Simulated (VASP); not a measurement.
# C (Fd-3m) in VASP: further runs

The runs below take C through single point, with r2SCAN.

Everything below comes from runs of VASP 6.6.1. Logs are shortened: lines on timing, memory, paths and dates and some standing lists are left out, and cuts for length are marked.

**1. The cell of the first run**

It takes space group Fd-3m (No. 227, cubic). Conventional cell: a = 3.560 Å, b = 3.560 Å, c = 3.560 Å, α = 90.00°, β = 90.00°, γ = 90.00°. Within 2.1 Å of C (site symmetry -43m) lie 4 C at 1.54 Å.

**2. Single point, r2SCAN**

POSCAR reads:

```
C
1.0
    0.0000000000      1.7801417198      1.7801417198
    1.7801417198      0.0000000000      1.7801417198
    1.7801417198      1.7801417198      0.0000000000
C
2
Direct
    0.5000000000      0.5000000000      0.5000000000
    0.7500000000      0.7500000000      0.7500000000
```

INCAR.step1 reads:

```
SYSTEM = C
ALGO = Normal
EDIFF = 1E-5
ENCUT = 910
GGA = PE
GGA_COMPAT = .FALSE.
ISMEAR = 0
LASPH = .TRUE.
LCHARG = .FALSE.
LREAL = .FALSE.
LWAVE = .TRUE.
NBANDS = 11
NELM = 120
PREC = Accurate
SIGMA = 0.02
```

INCAR.step2 reads:

```
SYSTEM = C
ALGO = Normal
EDIFF = 1E-6
ENCUT = 910
GGA_COMPAT = .FALSE.
ISIF = 2
ISMEAR = 0
ISTART = 1
LASPH = .TRUE.
LCHARG = .FALSE.
LMIXTAU = .TRUE.
LREAL = .FALSE.
LWAVE = .FALSE.
METAGGA = R2SCAN
NBANDS = 11
NELM = 120
PREC = Accurate
SIGMA = 0.02
```

KPOINTS reads:

```
k-points
0
G
  12 12 12
  0 0 0
```

Potentials or basis: VASP PAW PBE potentials, release 64 (C_h).

Command:

```bash
> cat potpaw_PBE.64/C_h/POTCAR > POTCAR
> cp INCAR.step1 INCAR
> mpirun -np 1 vasp_std > vasp.out
> cp INCAR.step2 INCAR
> mpirun -np 1 vasp_std > vasp.out
```

OUTCAR:

```text
SYSTEM = C
   EDIFF = 1E-6
   ENCUT = 910
   ISIF = 2
   ISMEAR = 0
   ISTART = 1
   LASPH = .TRUE.
   LREAL = .FALSE.
   METAGGA = R2SCAN
   NELM = 120
   PREC = Accurate

 ion  position               nearest neighbor table
   1  0.500  0.500  0.500-
   2  0.750  0.750  0.750-

  LATTYP: Found a face centered cubic cell.
 ALAT       =     3.5602834396

  Lattice vectors:

 A1 = (   0.0000000000,   1.7801417198,   1.7801417198)
 A2 = (   1.7801417198,   0.0000000000,   1.7801417198)
 A3 = (   1.7801417198,   1.7801417198,   0.0000000000)

Analysis of symmetry for initial positions (statically):
=====================================================================
 Subroutine PRICEL returns:
 Original cell was already a primitive cell.

 Routine SETGRP: Setting up the symmetry group for a
 face centered cubic supercell.

 Subroutine GETGRP returns: Found 48 space group operations
 (whereof 24 operations were pure point group operations)
 out of a pool of 48 trial point group operations.

The static configuration has the point symmetry T_d .
 The point group associated with its full space group is O_h .

Analysis of symmetry for dynamics (positions and initial velocities):
=====================================================================
 Subroutine PRICEL returns:
 Original cell was already a primitive cell.

 Routine SETGRP: Setting up the symmetry group for a
 face centered cubic supercell.

 Subroutine GETGRP returns: Found 48 space group operations
 (whereof 24 operations were pure point group operations)
 out of a pool of 48 trial point group operations.

The dynamic configuration has the point symmetry T_d .
 The point group associated with its full space group is O_h .

 Subroutine INISYM returns: Found 48 space group operations
 (whereof 24 operations are pure point group operations),
 and found     1 'primitive' translations

----------------------------------------------------------------------------------------

                                     Primitive cell

  volume of cell :      11.2822

  direct lattice vectors                    reciprocal lattice vectors
     0.000000000  1.780141720  1.780141720    -0.280876514  0.280876514  0.280876514
     1.780141720  0.000000000  1.780141720     0.280876514 -0.280876514  0.280876514
[... 91 lines left out ...]
   ISIF   =      2    stress and relaxation
   ISYM   =      2    0-nonsym 1-usesym 2-fastsym
   POTIM  = 0.5000    time-step for ionic-motion
   TEBEG  =    0.0;   TEEND  =   0.0 temperature during run
   PSTRESS=    0.0 pullay stress
   NELECT =       8.0000    total number of electrons
   NUPDOWN=      -1.0000    fix difference up-down
   EMIN   =  10.00;   EMAX   =-10.00  energy-range for DOS
   EFERMI =   0.00;   METHOD = LEGACY
   ISMEAR =     0;   SIGMA  =   0.02  broadening in eV -4-tet -1-fermi 0-gaus
   EFERMI_NEDOS =   21; number of points for ismear=-14 and -15
   IALGO  =     38    algorithm
   IMIX   =      4    mixing-type and parameters
     AMIX     =   0.40;   BMIX     =  1.00
     AMIX_MAG =   1.60;   BMIX_MAG =  1.00
  volume/ion in A,a.u.               =       5.64        38.07
  Fermi-wavevector in a.u.,A,eV,Ry     =   1.459846  2.758708 28.996044  2.131149
  Thomas-Fermi vector in A             =   2.576365
   LORBIT       =      0    0 simple, 1 ext, 2 COOP (PROOUT), +10 PAW based schemes
   METAGGA = R2SCAN    functional components
   LHFCALC =     F    Hartree Fock is set to
   AEXX    =    0.0000 exact exchange contribution
   IVDW    =     0    specifies the selected vdW correction
   LEPSILON=     F    determine dielectric tensor
   LRPA    =     F    only Hartree local field effects (RPA)
 non-spin polarized calculation
 Gauss-broadening in eV      SIGMA  =   0.02
  energy-cutoff  :      910.00
  volume of cell :       11.28
 maximum number of plane-waves:       725
 NGX is ok and might be reduce to    28
   NGX = 13   NGY = 13   NGZ = 13

 number of electron       8.0000000 magnetization

 Free energy of the ion-electron system (eV)
  ---------------------------------------------------
  ext. energy  EPLUGINS =         0.00000000
  ---------------------------------------------------
  free energy    TOTEN  =       -19.71949936 eV

  energy without entropy =      -19.71949936  energy(sigma->0) =      -19.71949936

 E-fermi :  11.1622     XC(G=0): -14.2999

 val. band max:       10.9937888302   @ k =   0.0000   0.0000   0.0000
 cond. band min:      15.3812493815   @ k =   0.3333   0.3333   0.0000
 fundamental gap:      4.3874605513
 Fermi energy:        11.1622063214

 k-point     1 :       0.0000    0.0000    0.0000
  band No.  band energies     occupation
      1     -11.7504      2.00000
      2      10.9938      2.00000
      3      10.9938      2.00000
      4      10.9938      2.00000
      5      16.8882      0.00000
      6      16.8882      0.00000
      7      16.8882      0.00000
      8      24.9774      0.00000
      9      31.4687      0.00000
     10      38.4072      0.00000
     11      38.4072      0.00000
[... 309 lines left out ...]
 k-point    24 :      -0.4167    0.1667    0.0000
  band No.  band energies     occupation
      1      -5.3276      2.00000
      2      -2.2320      2.00000
      3       5.1692      2.00000
      4       7.1802      2.00000
      5      18.9527      0.00000
      6      21.8314      0.00000
      7      22.8079      0.00000
      8      27.4847      0.00000
      9      31.6101      0.00000
     10      36.3134      0.00000
     11      37.1139      0.00000

 [... further k-points ...]

------------------------ aborting loop because EDIFF is reached ----------------------------------------

  FORCE on cell =-STRESS in cart. coord.  units (eV):
  Direction    XX          YY          ZZ          XY          YZ          ZX
  --------------------------------------------------------------------------------------
  -------------------------------------------------------------------------------------
  Total       -0.0595752     -0.0595752     -0.0595752      0.0000000      0.0000000      0.0000000
  in kB       -8.4602380     -8.4602380     -8.4602380      0.0000000      0.0000000      0.0000000
  external PRESSURE =      -8.4602380 kB  Pullay stress =       0.0000000 kB

 VOLUME and BASIS-vectors are now :
 -----------------------------------------------------------------------------
  energy-cutoff  :      910.00
  volume of cell :       11.28
      direct lattice vectors                 reciprocal lattice vectors
     0.000000000  1.780141720  1.780141720    -0.280876514  0.280876514  0.280876514
     1.780141720  0.000000000  1.780141720     0.280876514 -0.280876514  0.280876514
     1.780141720  1.780141720  0.000000000     0.280876514  0.280876514 -0.280876514

 POSITION                                       TOTAL-FORCE (eV/Angst)
 -----------------------------------------------------------------------------------
      1.78014      1.78014      1.78014         0.000000      0.000000     -0.000000
      2.67021      2.67021      2.67021        -0.000000     -0.000000      0.000000
 -----------------------------------------------------------------------------------
    total drift:                                0.000000      0.000000     -0.000000

  FREE ENERGIE OF THE ION-ELECTRON SYSTEM (eV)
  ---------------------------------------------------
  free  energy   TOTEN  =       -19.7194993592 eV

  energy  without entropy=      -19.7194993592  energy(sigma->0) =      -19.71949936
```

It took 37 s on 1 thread of Intel Xeon 6975P-C (Granite Rapids), shared host; peak memory 0.15 GiB.

Results:

* Free energy: -19.7195 eV
* Pressure: -0.8 GPa
* Band gap on the k mesh: 4.39 eV, indirect (least direct gap 5.89 eV)

Levels at points of the mesh, in eV from the valence-band top:
```
           k point  band 2  band 3  band 4  band 5  band 6  band 7
(0.00, 0.00, 0.00)    0.00    0.00    0.00    5.89    5.89    5.89
(0.50, 0.00, 0.00)  -14.08   -2.98   -2.98    8.94    8.94    9.23
(0.50, 0.50, 0.00)  -13.60   -6.67   -6.67    5.04    5.04   18.00
```

Caveat: the cutoff is under 1.25 times the usual one of these potentials, so pressure, stress and relaxed cells hold a basis-set (Pulay) error; the PAW data sets were made with another functional, which shifts forces and pressure a little.

**3. Single point, r2SCAN**

This run uses another cell than the first one, of 5.67 Å³/atom, 1.006 times its volume.

POSCAR reads:

```
C
1.0
    0.0000000000      1.7834000000      1.7834000000
    1.7834000000      0.0000000000      1.7834000000
    1.7834000000      1.7834000000      0.0000000000
C
2
Direct
    0.5000000000      0.5000000000      0.5000000000
    0.7500000000      0.7500000000      0.7500000000
```

INCAR.step1 reads:

```
ALGO     = Normal         # electronic algorithm
EDIFF    = 1E-5           # SCF threshold, eV
ENCUT    = 660            # plane-wave cutoff, eV
GGA      = PE             # functional
GGA_COMPAT= F            
ISMEAR   = 0              # smearing method
LASPH    = T              # aspherical terms in the spheres
LCHARG   = F              # write CHGCAR
LREAL    = F              # projectors in reciprocal space
LWAVE    = T              # write WAVECAR
NBANDS   = 11             # bands
NELM     = 120            # most SCF steps
PREC     = Accurate       # precision mode
SIGMA    = 0.1            # smearing width, eV
```

INCAR.step2 reads:

```
ALGO     = Normal         # electronic algorithm
EDIFF    = 1E-6           # SCF threshold, eV
ENCUT    = 660            # plane-wave cutoff, eV
GGA_COMPAT= F            
ISIF     = 2              # what is computed and relaxed
ISMEAR   = 0              # smearing method
ISTART   = 1            
LASPH    = T              # aspherical terms in the spheres
LCHARG   = T              # write CHGCAR
LELF     = T              # ELF
LMIXTAU  = T            
LREAL    = F              # projectors in reciprocal space
LVHAR    = T            
LWAVE    = F              # write WAVECAR
METAGGA  = R2SCAN         # meta-GGA
NBANDS   = 11             # bands
NELM     = 120            # most SCF steps
PREC     = Accurate       # precision mode
SIGMA    = 0.1            # smearing width, eV
```

KPOINTS reads:

```
k-points
0
Gamma
  8 8 8
```

Potentials or basis: VASP PAW PBE potentials, release 64 (C).

Command:

```bash
> cat potpaw_PBE.64/C/POTCAR > POTCAR
> cp INCAR.step1 INCAR
> mpirun -np 1 vasp_std > vasp.out
> cp INCAR.step2 INCAR
> mpirun -np 1 vasp_std > vasp.out
```

OUTCAR:

```text
EDIFF = 1E-6
   ENCUT = 660
   ISIF = 2
   ISMEAR = 0
   ISTART = 1
   LASPH = T
   LREAL = F
   METAGGA = R2SCAN
   NELM = 120
   PREC = Accurate

 ion  position               nearest neighbor table
   1  0.500  0.500  0.500-   2 1.54   2 1.54   2 1.54   2 1.54
   2  0.750  0.750  0.750-   1 1.54   1 1.54   1 1.54   1 1.54

  LATTYP: Found a face centered cubic cell.
 ALAT       =     3.5668000000

  Lattice vectors:

 A1 = (   0.0000000000,   1.7834000000,   1.7834000000)
 A2 = (   1.7834000000,   0.0000000000,   1.7834000000)
 A3 = (   1.7834000000,   1.7834000000,   0.0000000000)

Analysis of symmetry for initial positions (statically):
=====================================================================
 Subroutine PRICEL returns:
 Original cell was already a primitive cell.

 Routine SETGRP: Setting up the symmetry group for a
 face centered cubic supercell.

 Subroutine GETGRP returns: Found 48 space group operations
 (whereof 24 operations were pure point group operations)
 out of a pool of 48 trial point group operations.

The static configuration has the point symmetry T_d .
 The point group associated with its full space group is O_h .

Analysis of symmetry for dynamics (positions and initial velocities):
[... 166 lines left out ...]
 Fermi energy:        10.2902010783

 k-point     1 :       0.0000    0.0000    0.0000
  band No.  band energies     occupation
      1     -12.9835      2.00000
      2       9.7095      2.00000
      3       9.7095      2.00000
      4       9.7095      2.00000
      5      15.5452      0.00000
      6      15.5452      0.00000
      7      15.5452      0.00000
      8      23.5250      0.00000
      9      30.1067      0.00000
     10      37.0982      0.00000
     11      37.0982      0.00000
[... 309 lines left out ...]
 k-point    24 :      -0.3750    0.2500    0.1250
  band No.  band energies     occupation
      1      -5.9702      2.00000
      2      -3.3104      2.00000
      3       3.0000      2.00000
      4       4.7559      2.00000
      5      18.4767      0.00000
      6      19.5793      0.00000
      7      23.4384      0.00000
      8      25.4499      0.00000
      9      29.0438      0.00000
     10      35.0180      0.00000
     11      37.3176      0.00000

 [... further k-points ...]
[... 5 lines left out ...]
  --------------------------------------------------------------------------------------
  -------------------------------------------------------------------------------------
  Total       -0.1640572     -0.1640572     -0.1640572      0.0000000      0.0000000     -0.0000000
  in kB      -23.1701930    -23.1701930    -23.1701930      0.0000000      0.0000000     -0.0000000
  external PRESSURE =     -23.1701930 kB  Pullay stress =       0.0000000 kB

 VOLUME and BASIS-vectors are now :
 -----------------------------------------------------------------------------
  energy-cutoff  :      660.00
  volume of cell :       11.34
      direct lattice vectors                 reciprocal lattice vectors
     0.000000000  1.783400000  1.783400000    -0.280363351  0.280363351  0.280363351
     1.783400000  0.000000000  1.783400000     0.280363351 -0.280363351  0.280363351
     1.783400000  1.783400000  0.000000000     0.280363351  0.280363351 -0.280363351

 POSITION                                       TOTAL-FORCE (eV/Angst)
 -----------------------------------------------------------------------------------
      1.78340      1.78340      1.78340         0.000000      0.000000      0.000000
      2.67510      2.67510      2.67510        -0.000000     -0.000000     -0.000000
 -----------------------------------------------------------------------------------
    total drift:                                0.000000      0.000000      0.000000

  FREE ENERGIE OF THE ION-ELECTRON SYSTEM (eV)
  ---------------------------------------------------
  free  energy   TOTEN  =       -19.6682313619 eV

  energy  without entropy=      -19.6682313619  energy(sigma->0) =      -19.66823136
```

OSZICAR.step1:

```text
N       E                     dE             d eps       ncg     rms          rms(c)
DAV:   1     0.528095545341E+01    0.52810E+01   -0.56246E+03   662   0.856E+02
DAV:   2    -0.182929533259E+02   -0.23574E+02   -0.22492E+02   876   0.143E+02
DAV:   3    -0.188297032965E+02   -0.53675E+00   -0.53495E+00   760   0.162E+01
DAV:   4    -0.188306132890E+02   -0.90999E-03   -0.90998E-03   677   0.831E-01
DAV:   5    -0.188306143473E+02   -0.10583E-05   -0.10582E-05   734   0.277E-02    0.553E+00
DAV:   6    -0.183526142823E+02    0.47800E+00   -0.24958E-01   653   0.352E+00    0.330E+00
DAV:   7    -0.181916230021E+02    0.16099E+00   -0.30605E-01   674   0.395E+00    0.749E-01
DAV:   8    -0.181934177166E+02   -0.17947E-02   -0.85921E-03   665   0.697E-01    0.433E-02
DAV:   9    -0.181934573566E+02   -0.39640E-04   -0.61121E-05   745   0.632E-02    0.241E-02
DAV:  10    -0.181934781941E+02   -0.20837E-04   -0.15544E-05   671   0.347E-02    0.522E-03
DAV:  11    -0.181934782426E+02   -0.48529E-07   -0.24676E-07   328   0.458E-03
   1 F= -.18193478E+02 E0= -.18193478E+02  d E =-.379944E-11
```

Run time: 20 s. Hardware: 1 thread of Intel Xeon Platinum 8259CL at 2.50GHz (Skylake/Cascade Lake), shared host; peak memory 0.13 GiB.

Results:

- Free energy: -19.6682 eV
- Pressure: -2.3 GPa
- Band gap on the k mesh: 4.33 eV, indirect (least direct gap 5.84 eV)

Caveat: the PAW data sets were made with another functional, which shifts forces and pressure a little.
